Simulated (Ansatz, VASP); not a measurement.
**One calculation of Re, two programs**

Contents of INCAR:

```
PREC     = Accurate       # precision mode
ENCUT    = 520            # plane-wave cutoff, eV
EDIFF    = 1E-7           # SCF threshold, eV
ISMEAR   = -1             # smearing method
SIGMA    = 0.03           # smearing width, eV
LREAL    = F              # projectors in reciprocal space
LASPH    = T              # aspherical terms in the spheres
NELM     = 80             # most SCF steps
ALGO     = Normal         # electronic algorithm
ISIF     = 2              # what is computed and relaxed
LWAVE    = F              # write WAVECAR
LCHARG   = F              # write CHGCAR
NBANDS   = 10             # bands
```

The input KPOINTS:

```
Automatic mesh
0
Gamma
  14 14 14
```

The input POSCAR:

```
Re
1.0
   -0.0395000000      1.9552500000      1.9552500000
    1.9552500000     -0.0395000000      1.9552500000
    1.9552500000      1.9552500000     -0.0395000000
Re
1
Direct
    0.0000000000      0.0000000000      0.0000000000
```

Input for Ansatz:

```yaml
crystal:
  lattice:
    - [-0.0395, 1.95525, 1.95525]
    - [1.95525, -0.0395, 1.95525]
    - [1.95525, 1.95525, -0.0395]
  atoms:
    - { symbol: Re, position: [0.0, 0.0, 0.0] }
kpoints:
  mp_grid: { grid: [14, 14, 14] }
  band_path:
    path:
      - [0.0, 0.0, 0.0]
      - [0.5, 0.5, 0.5]
      - [0.2551801333, 0.5, 0.7448198667]
      - [-0.2551801333, 0.2551801333, 0.5]
      - [0.0, 0.0, 0.5]
      - [0.0, 0.0, 0.0]
      - [-0.3775900666, 0.0, 0.3775900666]
      - [0.0, 0.3775900666, 0.6224099334]
      - [0.0, 0.5, 0.5]
    npoints: 5
scf:
  occupations: { method: fermi_dirac, width: 0.03 }
hamiltonian:
  xc: lda
  pseudopotentials: { kind: all_electron, lapw: { basis_error: 0.001 } }
output:
  forces: true
  stress: true
  eigenvalues: true
```

Change from the starting cell: equal xy, yz and zx shear strains of -2 %.

Alike in both runs: task single point; functional LDA; k mesh 14 × 14 × 14; occupations fermi-dirac, width 0.03 eV; no spin polarisation.

|  | VASP | Ansatz |
| --- | --- | --- |
| version | VASP 6.6.1 | Ansatz 0.2.0 |
| potentials or method | VASP PAW LDA potentials, release 64 (Re), cutoff 520 eV | all-electron LAPW, scalar-relativistic |

|  | VASP | Ansatz | Ansatz less VASP |
| --- | --- | --- | --- |
| pressure (GPa) | -22.7 | -23.3 | -0.60 |
| traceless stress, the component that is largest in VASP (GPa) | 2.81 | 2.87 | +0.066 |

LDA's correlation is that of Perdew and Zunger in VASP and of Perdew and Wang (1992) in Ansatz. Ansatz ran all-electron here, and VASP with PAW potentials.

Spin-orbit coupling is off throughout.
